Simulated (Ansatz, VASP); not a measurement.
**ZnS: VASP beside Ansatz**

```
Zn S
1.0
     3.82270    0.00000    0.00000
    -1.91135    3.31056    0.00000
     0.00000    0.00000    6.07288
Zn S
2 2
Direct
  0.33333 0.66667 0.99717
  0.66667 0.33333 0.49717
  0.33333 0.66667 0.37763
  0.66667 0.33333 0.87763
```

Change from the starting cell: z stretched by -3 %, ions relaxed.

Alike in both runs: functional PBE; k mesh 13 × 13 × 7; occupations fermi-dirac, width 0.02 eV; no spin polarisation.

Ansatz relaxed the structure, and its values are those at the end. VASP's run is a single point on that final structure, the one shown.

|  | VASP | Ansatz |
| --- | --- | --- |
| version | VASP 6.6.1 | Ansatz 0.2.0 |
| potentials or method | VASP PAW PBE potentials, release 64 (Zn, S) | plane-wave PAW, scalar-relativistic |
| plane-wave cutoff (eV) | 520 | 420 |
| valence electrons in the cell | 36 | 36 |

```tsv
	VASP	Ansatz	Ansatz less VASP
gap on the k mesh at the Fermi level (eV)	2.32	2.31	-0.005
pressure (GPa)	4.0	3.9	-0.18
rms of the force components (eV/Å)	0.007	0.007	-0.0005
```

Ansatz's warnings: stress scf threshold loose.
